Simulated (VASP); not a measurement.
## Ti: single point with PBEsol

Crystal: Ti.

```
CELL_PARAMETERS angstrom
3.00900 0.00000 0.00000
-1.50450 2.60587 0.00000
0.00000 0.00000 4.68600
ATOMIC_POSITIONS crystal
Ti 0.33333 0.66667 0.25000
Ti 0.66667 0.33333 0.75000
```

This cell differs from its parent crystal: equal xx and yy strain of +2 %.

- Program: VASP 6.6.1
- Task: single point
- Functional: PBEsol
- Potentials or basis: VASP PAW PBE potentials, release 64 (Ti_sv)
- Cutoff: 520 eV
- k mesh: 14 × 14 × 8
- Occupations: fermi-dirac, width 0.05 eV
- Spin: no spin polarisation
- Dipole correction: no
- Further INCAR settings: ALGO = Normal; EDIFF = 1e-07; NBANDS = 19

| Quantity | Value |
| --- | --- |
| Pressure | -9.6 GPa |
| Band gap on the k mesh | zero (bands 12 and 13 overlap by 0.98 eV) |

Stress tensor (GPa, compression positive):
```
-10.01   0.00   0.00
  0.00 -10.01   0.00
  0.00   0.00  -8.71
```

Levels at points of the mesh, in eV from the Fermi level:
| k point | band 10 | band 11 | band 12 | band 13 | band 14 | band 15 |
| --- | --- | --- | --- | --- | --- | --- |
| (0.00, 0.00, 0.00) | -2.55 | 0.72 | 0.72 | 0.79 | 0.94 | 1.20 |
| (0.50, 0.00, 0.00) | -2.02 | -1.70 | -0.73 | 0.38 | 0.63 | 1.16 |
| (0.00, 0.00, 0.50) | -4.25 | 0.15 | 0.15 | 0.60 | 0.60 | 0.60 |
| (0.50, 0.00, 0.50) | -2.41 | -0.73 | -0.73 | 1.18 | 1.18 | 1.57 |

It took 90 s on 1 thread of Intel Xeon 8259CL, with other jobs on the host, peak memory 0.2 GiB.

Caveat: the cell differs from its parent crystal (equal xx and yy strain of +2 %); the cell stands under tension; the PAW data sets were made with another functional, which shifts forces and pressure a little.
